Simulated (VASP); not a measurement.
A run of VASP 6.6.1 is set up as follows.

File INCAR:

```
PREC     = Accurate       # precision mode
ENCUT    = 520            # plane-wave cutoff, eV
EDIFF    = 1E-7           # SCF threshold, eV
ISMEAR   = -1             # smearing method
SIGMA    = 0.03           # smearing width, eV
LREAL    = F              # projectors in reciprocal space
LASPH    = T              # aspherical terms in the spheres
NELM     = 100            # most SCF steps
ALGO     = Normal         # electronic algorithm
ISIF     = 2              # what is computed and relaxed
LWAVE    = F              # write WAVECAR
LCHARG   = F              # write CHGCAR
NBANDS   = 20             # bands
```

File KPOINTS:

```
Automatic mesh
0
Gamma
  13 13 13
```

File POSCAR:

```
TaRu
1.0
    3.1975881176      0.0000000000      0.0000000000
    0.0000000000      3.1975881176      0.0000000000
    0.0000000000      0.0000000000      3.1975881176
Ta Ru
1 1
Direct
    0.5000000000      0.5000000000      0.5000000000
    0.0000000000      0.0000000000      0.0000000000
```

Potentials or basis: VASP PAW LDA potentials, release 64 (Ta_pv, Ru_pv).

Launch:

```bash
$ cat potpaw_LDA.64/Ta_pv/POTCAR potpaw_LDA.64/Ru_pv/POTCAR > POTCAR
$ mpirun -np 1 vasp_std > vasp.out
```

Question: Predict the pressure.

Answer: -17.6 GPa.
